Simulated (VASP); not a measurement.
# HgTe (F-43m) in VASP: a series of runs

The runs below take HgTe through electric field gradients, with PBE.

Program: VASP 6.6.1. These are calculated values, not measurements. Logs are shortened: lines on timing, memory, paths and dates and some standing lists are left out, and cuts for length are marked.

### Step 1. The cell of the first run

It takes space group F-43m (No. 216, cubic). The conventional cell has a = 6.511 Å, b = 6.511 Å, c = 6.511 Å, α = 90.00°, β = 90.00°, γ = 90.00°. Hg (site symmetry -43m) has 4 Te at 2.82 Å within 3.7 Å. Te (site symmetry -43m) has 4 Hg at 2.82 Å within 3.7 Å.

### Step 2. Electric field gradients, PBE (volume scaled by 1.03)

Contents of INCAR:

```
SYSTEM = HgTe
PREC = Accurate
ENCUT = 520
EDIFF = 1E-8
ISMEAR = -1
SIGMA = 0.05
LREAL = .False.
LASPH = .True.
NELM = 80
ALGO = Normal
ISIF = 2
LWAVE = .False.
LCHARG = .False.
GGA = PE
LEFG = .True.
NBANDS = 16
```

Contents of KPOINTS:

```
Automatic mesh
0
Gamma
  9 9 9
  0 0 0
```

Contents of POSCAR:

```
HgTe
1.0
    0.0000000000      3.2554179174      3.2554179174
    3.2554179174      0.0000000000      3.2554179174
    3.2554179174      3.2554179174      0.0000000000
Hg Te
1 1
Direct
    0.0000000000      0.0000000000      0.0000000000
    0.7500000000      0.7500000000      0.7500000000
```

Potentials or basis: VASP PAW PBE potentials, release 64 (Hg, Te).

The run is started by

```
cat potpaw_PBE.64/Hg/POTCAR potpaw_PBE.64/Te/POTCAR > POTCAR
mpirun -np 1 vasp_std > vasp.out
```

OUTCAR:

```text
SYSTEM = HgTe
   PREC = Accurate
   ENCUT = 520
   EDIFF = 1E-8
   ISMEAR = -1
   LREAL = .False.
   LASPH = .True.
   NELM = 80
   ISIF = 2
   GGA = PE

 ion  position               nearest neighbor table
   1  0.000  0.000  0.000-   2 2.82   2 2.82   2 2.82   2 2.82
   2  0.750  0.750  0.750-   1 2.82   1 2.82   1 2.82   1 2.82

  LATTYP: Found a face centered cubic cell.
 ALAT       =     6.5108358348

  Lattice vectors:

 A1 = (   0.0000000000,   3.2554179174,   3.2554179174)
 A2 = (   3.2554179174,   0.0000000000,   3.2554179174)
 A3 = (   3.2554179174,   3.2554179174,   0.0000000000)

Analysis of symmetry for initial positions (statically):
=====================================================================
 Subroutine PRICEL returns:
 Original cell was already a primitive cell.

 Routine SETGRP: Setting up the symmetry group for a
 face centered cubic supercell.

 Subroutine GETGRP returns: Found 24 space group operations
 (whereof 24 operations were pure point group operations)
 out of a pool of 48 trial point group operations.

The static configuration has the point symmetry T_d .

Analysis of symmetry for dynamics (positions and initial velocities):
=====================================================================
 Subroutine PRICEL returns:
 Original cell was already a primitive cell.

 Routine SETGRP: Setting up the symmetry group for a
 face centered cubic supercell.

 Subroutine GETGRP returns: Found 24 space group operations
 (whereof 24 operations were pure point group operations)
 out of a pool of 48 trial point group operations.

The dynamic configuration has the point symmetry T_d .

 Subroutine INISYM returns: Found 24 space group operations
 (whereof 24 operations are pure point group operations),
 and found     1 'primitive' translations

----------------------------------------------------------------------------------------

                                     Primitive cell

  volume of cell :      69.0002

  direct lattice vectors                    reciprocal lattice vectors
     0.000000000  3.255417917  3.255417917    -0.153590111  0.153590111  0.153590111
     3.255417917  0.000000000  3.255417917     0.153590111 -0.153590111  0.153590111
     3.255417917  3.255417917  0.000000000     0.153590111  0.153590111 -0.153590111

  length of vectors
     4.603856170  4.603856170  4.603856170     0.266025876  0.266025876  0.266025876

  position of ions in fractional coordinates (direct lattice)
     0.000000000  0.000000000  0.000000000
     0.750000000  0.750000000  0.750000000

  ion indices of the primitive-cell ions
   primitive index   ion index
                 1           1
                 2           2

----------------------------------------------------------------------------------------

 KPOINTS: Automatic mesh

Automatic generation of k-mesh.
 Grid dimensions read from file:
 generate k-points for:    9    9    9

 Generating k-lattice:

  Cartesian coordinates                     Fractional coordinates (reciprocal lattice)
    -0.017065568  0.017065568  0.017065568     0.111111111  0.000000000  0.000000000
     0.017065568 -0.017065568  0.017065568     0.000000000  0.111111111  0.000000000
     0.017065568  0.017065568 -0.017065568     0.000000000  0.000000000  0.111111111

  Length of vectors
     0.029558431  0.029558431  0.029558431

  Shift w.r.t. Gamma in fractional coordinates (k-lattice)
     0.000000000  0.000000000  0.000000000

 Subroutine IBZKPT returns following result:
 ===========================================

 Found     35 irreducible k-points:

 Following reciprocal coordinates:
            Coordinates               Weight
  0.000000  0.000000  0.000000      1.000000
  0.111111  0.000000  0.000000      8.000000
  0.222222  0.000000  0.000000      8.000000
  0.333333  0.000000  0.000000      8.000000
  0.444444  0.000000  0.000000      8.000000
  0.111111  0.111111  0.000000      6.000000
[... 16 lines left out ...]
 -0.333333  0.333333  0.000000     12.000000
  0.444444  0.444444  0.000000      6.000000
 [... further k-points ...]
   k-points           NKPTS =     35   k-points in BZ     NKDIM =     35   number of bands    NBANDS=     16
   number of dos      NEDOS =    301   number of ions     NIONS =      2
   total plane-waves  NPLWV =  46656
   dimension x,y,z NGX =    36 NGY =   36 NGZ =   36
   dimension x,y,z NGXF=    72 NGYF=   72 NGZF=   72
   ions per type =               1   1
   NGX,Y,Z   is equivalent  to a cutoff of  13.00, 13.00, 13.00 a.u.
   NGXF,Y,Z  is equivalent  to a cutoff of  26.00, 26.00, 26.00 a.u.
 SYSTEM =  HgTe
   PREC   = accura    normal or accurate (medium, high low for compatibility)
   ISTART =      0    job   : 0-new  1-cont  2-samecut
   ICHARG =      2    charge: 1-file 2-atom 10-const
   ISPIN  =      1    spin polarized calculation?
   LNONCOLLINEAR =      F non collinear calculations
   LSORBIT =      F    spin-orbit coupling
   LASPH  =      T    aspherical Exc in radial PAW
   ENCUT  =  520.0 eV  38.22 Ry    6.18 a.u.   8.56  8.56  8.56*2*pi/ulx,y,z
   NELM   =     80;   NELMIN=  2; NELMDL= -5     # of ELM steps
   EDIFF  = 0.1E-07   stopping-criterion for ELM
   LREAL  =      F    real-space projection
   EDIFFG = 0.1E-06   stopping-criterion for IOM
   NSW    =      0    number of steps for IOM
   IBRION =     -1    ionic relax: 0-MD 1-quasi-New 2-CG
   NFREE  =      0    steps in history (QN), initial steepest desc. (CG)
   ISIF   =      2    stress and relaxation
   ISYM   =      2    0-nonsym 1-usesym 2-fastsym
   POTIM  = 0.5000    time-step for ionic-motion
   TEBEG  =    0.0;   TEEND  =   0.0 temperature during run
   PSTRESS=    0.0 pullay stress
   NELECT =      18.0000    total number of electrons
   NUPDOWN=      -1.0000    fix difference up-down
   EMIN   =  10.00;   EMAX   =-10.00  energy-range for DOS
   EFERMI =   0.00;   METHOD = LEGACY
   ISMEAR =    -1;   SIGMA  =   0.05  broadening in eV -4-tet -1-fermi 0-gaus
   EFERMI_NEDOS =   21; number of points for ismear=-14 and -15
   IALGO  =     38    algorithm
   IMIX   =      4    mixing-type and parameters
     AMIX     =   0.40;   BMIX     =  1.00
     AMIX_MAG =   1.60;   BMIX_MAG =  1.00
  volume/ion in A,a.u.               =      34.50       232.82
  Fermi-wavevector in a.u.,A,eV,Ry     =   1.046042  1.976732 14.887533  1.094203
  Thomas-Fermi vector in A             =   2.180863
   LORBIT       =      0    0 simple, 1 ext, 2 COOP (PROOUT), +10 PAW based schemes
   GGA     = PE    functional components
[... 5 lines left out ...]
 non-spin polarized calculation
  energy-cutoff  :      520.00
  volume of cell :       69.00
 maximum number of plane-waves:      1872
 NGX is ok and might be reduce to    36
   NGX = 17   NGY = 17   NGZ = 17

 number of electron      18.0000002 magnetization

 Free energy of the ion-electron system (eV)
  ---------------------------------------------------
  ext. energy  EPLUGINS =         0.00000000
  ---------------------------------------------------
  free energy    TOTEN  =        -3.61434998 eV

  energy without entropy =       -3.61387116  energy(sigma->0) =       -3.61411057

 E-fermi :   2.9359     XC(G=0):  -8.6445

 val. band max:        2.8699089960   @ k =   0.0000   0.0000   0.0000
 cond. band min:       3.4427835536   @ k =   0.1111   0.0000   0.0000
 fundamental gap:      0.5728745576
 Fermi energy:         2.9358604265

 k-point     1 :       0.0000    0.0000    0.0000
  band No.  band energies     occupation
      1      -8.9630      2.00000
      2      -4.3598      2.00000
      3      -4.3598      2.00000
      4      -4.3598      2.00000
      5      -3.8558      2.00000
      6      -3.8558      2.00000
[... 8 lines left out ...]
     15      12.3915      0.00000
     16      12.3915      0.00000

 k-point     2 :       0.1111    0.0000    0.0000
  band No.  band energies     occupation
      1      -8.9044      2.00000
      2      -4.3434      2.00000
      3      -4.3434      2.00000
      4      -4.3372      2.00000
      5      -3.8575      2.00000
      6      -3.8575      2.00000
[... 8 lines left out ...]
     15      11.6879      0.00000
     16      11.6879      0.00000
[... 387 lines left out ...]
      5      -3.8478      2.00000
      6      -3.4310      2.00000
[... 8 lines left out ...]
     15      11.9058      0.00000
     16      14.6264      0.00000

 k-point    24 :       0.4444    0.4444    0.0000
  band No.  band energies     occupation
      1      -8.2521      2.00000
      2      -4.1815      2.00000
      3      -4.0481      2.00000
      4      -4.0481      2.00000
      5      -3.7984      2.00000
      6      -3.5222      2.00000
[... 8 lines left out ...]
     15      13.1100      0.00000
     16      14.5888      0.00000

 [... further k-points ...]

------------------------ aborting loop because EDIFF is reached ----------------------------------------

  FORCE on cell =-STRESS in cart. coord.  units (eV):
  Direction    XX          YY          ZZ          XY          YZ          ZX
  --------------------------------------------------------------------------------------
  -------------------------------------------------------------------------------------
  Total        1.1395417      1.1395417      1.1395417     -0.0000000     -0.0000000      0.0000000
  in kB       26.4600432     26.4600432     26.4600432     -0.0000000     -0.0000000      0.0000000
  external PRESSURE =      26.4600432 kB  Pullay stress =       0.0000000 kB

 VOLUME and BASIS-vectors are now :
 -----------------------------------------------------------------------------
  energy-cutoff  :      520.00
  volume of cell :       69.00
      direct lattice vectors                 reciprocal lattice vectors
     0.000000000  3.255417917  3.255417917    -0.153590111  0.153590111  0.153590111
     3.255417917  0.000000000  3.255417917     0.153590111 -0.153590111  0.153590111
     3.255417917  3.255417917  0.000000000     0.153590111  0.153590111 -0.153590111

 POSITION                                       TOTAL-FORCE (eV/Angst)
 -----------------------------------------------------------------------------------
      0.00000      0.00000      0.00000         0.000000      0.000000      0.000000
      4.88313      4.88313      4.88313        -0.000000     -0.000000     -0.000000
 -----------------------------------------------------------------------------------
    total drift:                                0.000000      0.000000      0.000000

  FREE ENERGIE OF THE ION-ELECTRON SYSTEM (eV)
  ---------------------------------------------------
  free  energy   TOTEN  =        -3.6143499774 eV

  energy  without entropy=       -3.6138711645  energy(sigma->0) =       -3.61411057

 Electric field gradients (V/A^2)
---------------------------------------------------------------------
 ion       V_xx      V_yy      V_zz      V_xy      V_xz      V_yz
---------------------------------------------------------------------
   1      -0.000    -0.000    -0.000     0.000     0.000     0.000
   2      -0.000    -0.000    -0.000    -0.000    -0.000    -0.000
---------------------------------------------------------------------

 Electric field gradients after diagonalization (V/A^2)
 (convention: |V_zz| > |V_xx| > |V_yy|)
----------------------------------------------------------------------
 ion       V_xx      V_yy      V_zz     asymmetry (V_yy - V_xx)/ V_zz
----------------------------------------------------------------------
   1      -0.000    -0.000     0.000       0.000
   2       0.000     0.000    -0.000       0.000
----------------------------------------------------------------------

           NMR quadrupolar parameters

 Cq : quadrupolar parameter    Cq=e*Q*V_zz/h
 eta: asymmetry parameters     (V_yy - V_xx)/ V_zz
 Q  : nuclear electric quadrupole moment in mb (millibarn)
----------------------------------------------------------------------
 ion       Cq(MHz)       eta       Q (mb)
----------------------------------------------------------------------
   1       0.000       0.000       1.000
   2      -0.000       0.000       1.000
----------------------------------------------------------------------
```

It took 40 s on 1 thread of Intel Xeon Platinum 8488C (Sapphire Rapids), shared host; peak memory 0.22 GiB.

Results:

| Property | Result |
| --- | --- |
| Free energy | -3.6143 eV |
| Pressure | 2.6 GPa |
| Band gap on the k mesh | zero (filled and empty bands touch) |

Caveat: without QUAD_EFG the Cq values of the log hold for a quadrupole moment of 1 mb, not for the nuclei; spin-orbit coupling is left out, which moves the levels of the heavy elements.

(Part 1 of 2 ends here.)
